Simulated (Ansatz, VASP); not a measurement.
# GaSb: VASP beside Ansatz

INCAR

```
SYSTEM = GaSb
PREC = Accurate ; ENCUT = 500
EDIFF = 1E-7 ; ISMEAR = 0
SIGMA = 0.01 ; LREAL = .False.
LASPH = .True. ; NELM = 120
ALGO = Normal ; ISIF = 3
LWAVE = .False. ; LCHARG = .False.
GGA = CA ; IBRION = 2
NSW = 100 ; EDIFFG = -0.002
GGA_COMPAT = .False. ; NELMIN = 4
```

KPOINTS

```
regular mesh
0
Gamma
  8 8 8
  0 0 0
```

File POSCAR:

```
GaSb
1.0
    0.0000000000      3.0244336198      3.0244336198
    3.0244336198      0.0000000000      3.0244336198
    3.0244336198      3.0244336198      0.0000000000
Ga Sb
1 1
Direct
    0.0000000000      0.0000000000      0.0000000000
    0.2500000000      0.2500000000      0.2500000000
```

Input for Ansatz:

```yaml
crystal:
  lattice:
    - [0.0, 3.0244336198, 3.0244336198]
    - [3.0244336198, 0.0, 3.0244336198]
    - [3.0244336198, 3.0244336198, 0.0]
  atoms:
    - { symbol: Ga, position: [0.0, 0.0, 0.0] }
    - { symbol: Sb, position: [0.25, 0.25, 0.25] }
basis:
  ecutwfc: 420
kpoints:
  mp_grid: { grid: [8, 8, 8] }
hamiltonian:
  xc: lda
  pseudopotentials: { kind: paw, azcp: { folder: soft_1 } }
scf:
  occupations: { method: gaussian, width: 0.01 }
output:
  forces: true
  stress: true
  eigenvalues: true
  write_density: true
  write_potential: true
  elf: true
  volumetric_format: npy
relax:
  adjacent_minimum: "off"
  f_tol: 0.002
  max_steps: 80
  cell: { stress_tol: 0.02 }
```

Alike in both runs: task relaxation of cell and atoms; functional LDA; k mesh 8 × 8 × 8; occupations gaussian, width 0.01 eV; no spin polarisation.

```csv
,VASP,Ansatz
version,VASP 6.6.1,Ansatz 0.2.0
potentials or method,"VASP PAW LDA potentials, release 64 (Ga_d, Sb), cutoff 500 eV","scalar-relativistic, plane waves, PAW"
valence electrons in the cell,18,28
```

|  | VASP | Ansatz | Ansatz less VASP |
| --- | --- | --- | --- |
| gap on the k mesh at the Fermi level, each at its own relaxed structure (eV) | 0.10 | 0.08 | -0.021 |
| relaxed volume (Å³/atom) | 27.75 | 27.64 | -0.111 |
| relaxed cell length with the largest relative difference (Å) | 4.281 | 4.276 | -0.0057 |

Ansatz warns that its potentials were made for another functional, while VASP's fit it. LDA's correlation is that of Perdew and Zunger in VASP and of Perdew and Wang (1992) in Ansatz. VASP's potentials hold 18 valence electrons a cell and Ansatz's 28, so a difference there can come from the potentials and not from the codes.

Neither program's run includes spin-orbit coupling.
